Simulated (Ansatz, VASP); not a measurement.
# LaScCl6 in VASP and in Ansatz

```
La Sc Cl
1.0
     0.00000    5.28605    5.28605
     5.28605    0.00000    5.28605
     5.28605    5.28605    0.00000
La Sc Cl
1 1 6
Direct
  0.00000 0.00000 0.00000
  0.50000 0.50000 0.50000
  0.26368 0.73632 0.73632
  0.73632 0.26368 0.26368
  0.73632 0.26368 0.73632
  0.26368 0.73632 0.26368
  0.73632 0.73632 0.26368
  0.26368 0.26368 0.73632
```

Alike in both runs: functional PBE; k mesh 4 × 4 × 4; occupations gaussian, width 0.02 eV; no spin polarisation.

Ansatz relaxed the structure, and its values are those at the end. VASP's run is a single point on that final structure, the one shown.

|  | VASP | Ansatz |
| --- | --- | --- |
| version | VASP 6.6.1 | Ansatz 0.2.0 |
| potentials or method | VASP PAW PBE potentials, release 64 (La, Sc_sv, Cl), cutoff 520 eV | scalar-relativistic, plane waves, PAW |
| valence electrons in the cell | 64 | 64 |

VASP gave:

```
gap on the k mesh at the Fermi level (eV) : 3.35
least direct gap on the mesh (eV)         : 3.35
pressure (GPa)                            : 0.0
rms of the force components (eV/Å)        : 0.017
```

**Question.** What did Ansatz give for the same quantities?

**Answer.** gap on the k mesh at the Fermi level (eV): 3.34; least direct gap on the mesh (eV): 3.34; pressure (GPa): 0.0; rms of the force components (eV/Å): 0.003.

Ansatz's warnings: xc potential rough in thin density.

Neither program's run includes spin-orbit coupling.
